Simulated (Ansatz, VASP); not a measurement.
**SeO: VASP beside Ansatz**

```xyz
4
Lattice="2.4974 -6.3127 0.0000 2.4974 6.3127 0.0000 0.0000 0.0000 2.8965" Properties=species:S:1:pos:R:3 pbc="T T T"
Se    2.4974   -2.0840    2.1724
Se    2.4974    2.0840    0.7241
O     2.4974   -3.7541    2.1724
O     2.4974    3.7541    0.7241
```

Alike in both runs: functional PBE; k mesh 10 × 10 × 16; occupations gaussian, width 0.1 eV; no spin polarisation.

Ansatz relaxed the structure, and its values are those at the end. VASP's run is a single point on that final structure, the one shown.

|  | VASP | Ansatz |
| --- | --- | --- |
| version | VASP 6.6.1 | Ansatz 0.2.0 |
| potentials or method | VASP PAW PBE potentials, release 64 (Se, O), cutoff 520 eV | scalar-relativistic, plane waves, PAW |
| valence electrons in the cell | 24 | 44 |

|  | VASP | Ansatz | Ansatz less VASP |
| --- | --- | --- | --- |
| gap on the k mesh at the Fermi level (eV) | none | none | - |
| pressure (GPa) | 0.5 | 0.0 | -0.52 |
| rms of the force components (eV/Å) | 0.172 | 0.004 | -0.1676 |

A gap of «none» marks a metal or a gap that the smearing closes. VASP's potentials hold 24 valence electrons a cell and Ansatz's 44, so a difference there can come from the potentials and not from the codes.
